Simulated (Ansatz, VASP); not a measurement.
**Two plane-wave programs on Ta2N**

```
CELL_PARAMETERS angstrom
3.10114 0.00000 0.00000
-1.55057 2.68567 0.00000
0.00000 0.00000 4.88189
ATOMIC_POSITIONS crystal
Ta 0.66667 0.33333 0.74491
Ta 0.33333 0.66667 0.25509
N 0.00000 0.00000 0.00000
```

Alike in both runs: functional PBE; k mesh 18 × 18 × 10; occupations gaussian, width 0.1 eV; no spin polarisation.

Ansatz relaxed the structure, and its values are those at the end. VASP's run is a single point on that final structure, the one shown.

```csv
,VASP,Ansatz
version,VASP 6.6.1,Ansatz 0.2.0
potentials or method,"VASP PAW PBE potentials, release 64 (Ta_pv, N), cutoff 520 eV","scalar-relativistic, plane waves, PAW"
valence electrons in the cell,27,31
```

|  | VASP | Ansatz | Ansatz less VASP |
| --- | --- | --- | --- |
| gap on the k mesh at the Fermi level (eV) | none | none | - |
| pressure (GPa) | 0.4 | 0.0 | -0.44 |
| rms of the force components (eV/Å) | 0.021 | 0.001 | -0.0205 |

A gap of «none» marks a metal or a gap that the smearing closes. The functional is the same, so the differences come from potentials, cutoffs and numerics. VASP's potentials hold 27 valence electrons a cell and Ansatz's 31, so a difference there can come from the potentials and not from the codes.

Spin-orbit coupling is off throughout.
